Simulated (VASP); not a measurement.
# BaTiO3 (Barioperovskite) (Amm2) in VASP: a series of runs

The runs below take BaTiO3 (Barioperovskite) through single point, with PBE.

Everything below comes from runs of VASP 6.6.1. Logs are shortened: lines on timing, memory, paths and dates and some standing lists are left out, and cuts for length are marked.

## Step 1: The cell of the first run

The structure is orthorhombic, space group Amm2 (No. 38). Conventional cell: a = 3.857 Å, b = 5.562 Å, c = 5.748 Å, α = 90.00°, β = 90.00°, γ = 90.00°. Within 3.6 Å of Ba (site symmetry mm2) lie 12 O at 2.75 to 2.97 Å and 8 Ti at 3.39 to 3.53 Å. Within 2.5 Å of Ti (site symmetry mm2) lie 6 O at 1.87 to 2.14 Å. Within 2.6 Å of O (site symmetry mm2) lie 2 Ti at 1.94 Å. O (site symmetry m) has 2 Ti at 1.87 to 2.14 Å within 2.5 Å.

## Step 2: Single point, PBE (biaxial xy strain -2.7%)

The input, INCAR:

```
ALGO = Normal
EDIFF = 1E-6
ENCUT = 520
GGA = PE
ISIF = 2
ISMEAR = -1
LASPH = T
LCHARG = T
LELF = T
LREAL = F
LVHAR = T
LWAVE = F
NBANDS = 28
NELM = 80
PREC = Accurate
SIGMA = 0.02
```

The input, KPOINTS:

```
k-points
0
Gamma
  6 6 6
```

The input, POSCAR:

```
BaTiO3
1.0
    3.8571948921      0.0000000000      0.0000000000
    0.0000000000      2.7811586616      2.8742108424
    0.0000000000     -2.7811586616      2.8742108424
Ba Ti O
1 1 3
Direct
    0.0000000000      0.0062250858      0.0062250858
    0.5000000000      0.5197879801      0.5197879801
    0.0000000000      0.4895285715      0.4895285715
    0.5000000000      0.4949088701      0.9864294925
    0.5000000000      0.9864294925      0.4949088701
```

Potentials or basis: VASP PAW PBE potentials, release 64 (Ba_sv, Ti_sv, O).

Run with:

```console
> cat potpaw_PBE.64/Ba_sv/POTCAR potpaw_PBE.64/Ti_sv/POTCAR potpaw_PBE.64/O/POTCAR > POTCAR
> mpirun -np 1 vasp_std > vasp.out
```

OUTCAR:

```text
EDIFF = 1E-6
   ENCUT = 520
   GGA = PE
   ISIF = 2
   ISMEAR = -1
   LASPH = T
   LREAL = F
   NELM = 80
   PREC = Accurate

 ion  position               nearest neighbor table
   1  0.000  0.006  0.006-   4 2.75   5 2.75   4 2.75   5 2.75   3 2.78   3 2.78   3 2.78   5 2.81
                             4 2.81   5 2.81   4 2.81   3 2.97   2 3.39   2 3.39   2 3.39   2 3.39
   2  0.500  0.520  0.520-   4 1.87   5 1.87   3 1.94   3 1.94   5 2.14   4 2.14   1 3.39   1 3.39
                             1 3.39   1 3.39   1 3.40   1 3.40   1 3.53   1 3.53
   3  0.000  0.490  0.490-   2 1.94   2 1.94   1 2.78   1 2.78   1 2.78   1 2.97
   4  0.500  0.495  0.986-   2 1.87   2 2.14   1 2.75   1 2.75   1 2.81   1 2.81
   5  0.500  0.986  0.495-   2 1.87   2 2.14   1 2.75   1 2.75   1 2.81   1 2.81

  LATTYP: Found a base centered orthorhombic cell.
 ALAT       =     5.5623173232
 B/A-ratio  =     1.0334580627
 C/A-ratio  =     0.6934510687

  Lattice vectors:

 A1 = (   0.0000000000,   2.7811586616,  -2.8742108424)
 A2 = (   0.0000000000,   2.7811586616,   2.8742108424)
 A3 = (   3.8571948921,   0.0000000000,   0.0000000000)

Analysis of symmetry for initial positions (statically):
=====================================================================
 Subroutine PRICEL returns:
 Original cell was already a primitive cell.

 Routine SETGRP: Setting up the symmetry group for a
 base centered orthorhombic supercell.

 Subroutine GETGRP returns: Found  4 space group operations
 (whereof  4 operations were pure point group operations)
 out of a pool of  8 trial point group operations.

The static configuration has the point symmetry C_2v.

Analysis of symmetry for dynamics (positions and initial velocities):
=====================================================================
 Subroutine PRICEL returns:
 Original cell was already a primitive cell.

 Routine SETGRP: Setting up the symmetry group for a
 base centered orthorhombic supercell.

 Subroutine GETGRP returns: Found  4 space group operations
 (whereof  4 operations were pure point group operations)
 out of a pool of  8 trial point group operations.

The dynamic configuration has the point symmetry C_2v.

 Subroutine INISYM returns: Found  4 space group operations
 (whereof  4 operations are pure point group operations),
 and found     1 'primitive' translations

[... 93 lines left out ...]
   ICHARG =      2    charge: 1-file 2-atom 10-const
   ISPIN  =      1    spin polarized calculation?
   LNONCOLLINEAR =      F non collinear calculations
   LSORBIT =      F    spin-orbit coupling
   LASPH  =      T    aspherical Exc in radial PAW
   ENCUT  =  520.0 eV  38.22 Ry    6.18 a.u.   7.17  7.44  7.44*2*pi/ulx,y,z
   NELM   =     80;   NELMIN=  2; NELMDL= -5     # of ELM steps
   EDIFF  = 0.1E-05   stopping-criterion for ELM
   LREAL  =      F    real-space projection
   EDIFFG = 0.1E-04   stopping-criterion for IOM
   NSW    =      0    number of steps for IOM
   IBRION =     -1    ionic relax: 0-MD 1-quasi-New 2-CG
   NFREE  =      0    steps in history (QN), initial steepest desc. (CG)
   ISIF   =      2    stress and relaxation
   ISYM   =      2    0-nonsym 1-usesym 2-fastsym
   POTIM  = 0.5000    time-step for ionic-motion
   TEBEG  =    0.0;   TEEND  =   0.0 temperature during run
   PSTRESS=    0.0 pullay stress
   NELECT =      40.0000    total number of electrons
   NUPDOWN=      -1.0000    fix difference up-down
   EMIN   =  10.00;   EMAX   =-10.00  energy-range for DOS
   EFERMI =   0.00;   METHOD = LEGACY
   ISMEAR =    -1;   SIGMA  =   0.02  broadening in eV -4-tet -1-fermi 0-gaus
   EFERMI_NEDOS =   21; number of points for ismear=-14 and -15
   IALGO  =     38    algorithm
   IMIX   =      4    mixing-type and parameters
     AMIX     =   0.40;   BMIX     =  1.00
     AMIX_MAG =   1.60;   BMIX_MAG =  1.00
  volume/ion in A,a.u.               =      12.33        83.23
  Fermi-wavevector in a.u.,A,eV,Ry     =   1.417140  2.678007 27.324397  2.008287
  Thomas-Fermi vector in A             =   2.538401
   LORBIT       =      0    0 simple, 1 ext, 2 COOP (PROOUT), +10 PAW based schemes
   GGA     = PE    functional components
   LHFCALC =     F    Hartree Fock is set to
   AEXX    =    0.0000 exact exchange contribution
   IVDW    =     0    specifies the selected vdW correction
   LEPSILON=     F    determine dielectric tensor
   LRPA    =     F    only Hartree local field effects (RPA)
 non-spin polarized calculation
  energy-cutoff  :      520.00
  volume of cell :       61.67
 maximum number of plane-waves:      1683
 NGX is ok and might be reduce to    30
   NGX = 15   NGY = 15   NGZ = 15

 number of electron      40.0000016 magnetization

 Free energy of the ion-electron system (eV)
  ---------------------------------------------------
  ext. energy  EPLUGINS =         0.00000000
  ---------------------------------------------------
  free energy    TOTEN  =       -39.79995601 eV

  energy without entropy =      -39.79995601  energy(sigma->0) =      -39.79995601

 E-fermi :   4.5943     XC(G=0): -11.4538

 val. band max:        4.1633558879   @ k =   0.5000   0.5000   0.5000
 cond. band min:       6.2642039925   @ k =   0.0000   0.0000   0.0000
 fundamental gap:      2.1008481046
 Fermi energy:         4.5942766978

 k-point     1 :       0.0000    0.0000    0.0000
  band No.  band energies     occupation
      1     -52.1196      2.00000
      2     -28.4109      2.00000
      3     -28.3815      2.00000
      4     -28.3695      2.00000
      5     -20.6227      2.00000
      6     -12.8499      2.00000
[... 733 lines left out ...]
     27      12.6390      0.00000
     28      12.9288      0.00000

 [... further k-points ...]
[... 5 lines left out ...]
  --------------------------------------------------------------------------------------
  -------------------------------------------------------------------------------------
  Total        6.7699178      6.2016342      3.3120921      0.0000000      0.0000000      0.0000000
  in kB      175.8927802    161.1279053     86.0531989      0.0000000      0.0000000      0.0000000
  external PRESSURE =     141.0246281 kB  Pullay stress =       0.0000000 kB

 VOLUME and BASIS-vectors are now :
 -----------------------------------------------------------------------------
  energy-cutoff  :      520.00
  volume of cell :       61.67
      direct lattice vectors                 reciprocal lattice vectors
     3.857194892  0.000000000  0.000000000     0.259255762  0.000000000  0.000000000
     0.000000000  2.781158662  2.874210842     0.000000000  0.179781185  0.173960794
     0.000000000 -2.781158662  2.874210842     0.000000000 -0.179781185  0.173960794

 POSITION                                       TOTAL-FORCE (eV/Angst)
 -----------------------------------------------------------------------------------
      0.00000      0.00000      0.03578         0.000000     -0.000000     -0.019827
      1.92860      0.00000      2.98796         0.000000     -0.000000     -0.090906
      0.00000      0.00000      2.81402         0.000000     -0.000000     -0.040554
      1.92860     -1.36700      4.25768         0.000000     -0.097179      0.075644
      1.92860      1.36700      4.25768         0.000000      0.097179      0.075644
 -----------------------------------------------------------------------------------
    total drift:                                0.000000      0.000002      0.000755

  FREE ENERGIE OF THE ION-ELECTRON SYSTEM (eV)
  ---------------------------------------------------
  free  energy   TOTEN  =       -39.7999560063 eV

  energy  without entropy=      -39.7999560063  energy(sigma->0) =      -39.79995601
```

OSZICAR:

```text
N       E                     dE             d eps       ncg     rms          rms(c)
DAV:   1     0.441015397735E+03    0.44102E+03   -0.21149E+04  2912   0.157E+03
DAV:   2    -0.310448758129E+01   -0.44412E+03   -0.42238E+03  3292   0.435E+02
DAV:   3    -0.482356412916E+02   -0.45131E+02   -0.44728E+02  4056   0.137E+02
DAV:   4    -0.502934731812E+02   -0.20578E+01   -0.20535E+01  4356   0.252E+01
DAV:   5    -0.503501106801E+02   -0.56637E-01   -0.56626E-01  3912   0.332E+00    0.246E+01
DAV:   6    -0.398670828462E+02    0.10483E+02   -0.54160E+01  4236   0.698E+01    0.100E+01
DAV:   7    -0.399220755719E+02   -0.54993E-01   -0.97407E+00  3940   0.232E+01    0.748E+00
DAV:   8    -0.397796279320E+02    0.14245E+00   -0.64977E-01  3648   0.781E+00    0.339E+00
DAV:   9    -0.398161534499E+02   -0.36526E-01   -0.24377E-01  4072   0.379E+00    0.125E+00
DAV:  10    -0.398005092335E+02    0.15644E-01   -0.94582E-02  3364   0.332E+00    0.321E-01
DAV:  11    -0.398000835344E+02    0.42570E-03   -0.49440E-03  3752   0.482E-01    0.755E-02
DAV:  12    -0.397999915844E+02    0.91950E-04   -0.24872E-04  3492   0.113E-01    0.469E-02
DAV:  13    -0.397999560481E+02    0.35536E-04   -0.25244E-04  3660   0.175E-01    0.191E-02
DAV:  14    -0.397999567649E+02   -0.71676E-06   -0.38988E-05  4148   0.457E-02    0.794E-03
DAV:  15    -0.397999576815E+02   -0.91666E-06   -0.13661E-05  3912   0.356E-02    0.128E-02
DAV:  16    -0.397999560875E+02    0.15941E-05   -0.72177E-06  3260   0.282E-02    0.331E-03
DAV:  17    -0.397999560063E+02    0.81192E-07   -0.74153E-07  2036   0.943E-03
   1 F= -.39799956E+02 E0= -.39799956E+02  d E =-.328635E-11
```

stdout:

```text
POSCAR found type information on POSCAR BaTiO
 POSCAR found :  3 types and       5 ions
 scaLAPACK will be used
 LDA part: xc-table for (Slater+PW92), standard interpolation
 POSCAR, INCAR and KPOINTS ok, starting setup
 FFT: planning ... GRIDC
 FFT: planning ... GRID_SOFT
 FFT: planning ... GRID
 WAVECAR not read
 entering main loop
```

It took 55 s on 1 thread of AMD EPYC 9R45 (Zen 5), shared host; peak memory 0.2 GiB.

What came out:

```yaml
Free_energy: -39.8000 eV
Pressure: 14.1 GPa
Largest_force: 0.123 eV/Å
Band_gap_on_the_k_mesh: 2.10 eV, indirect (least direct gap 2.39 eV)
```

Forces in eV/Å, atoms in the order of the input:
```
Ba   0.000  0.000 -0.020
Ti   0.000  0.000 -0.091
O    0.000  0.000 -0.041
O    0.000 -0.097  0.076
O    0.000  0.097  0.076
```

Stress tensor (GPa, compression positive):
```
17.59  0.00  0.00
 0.00 16.11  0.00
 0.00  0.00  8.61
```

Caveat: the cell differs from its parent crystal (biaxial xy strain -2.7%); spin-orbit coupling is left out, which moves the levels of the heavy elements.

(Part 1 of 3 ends here.)
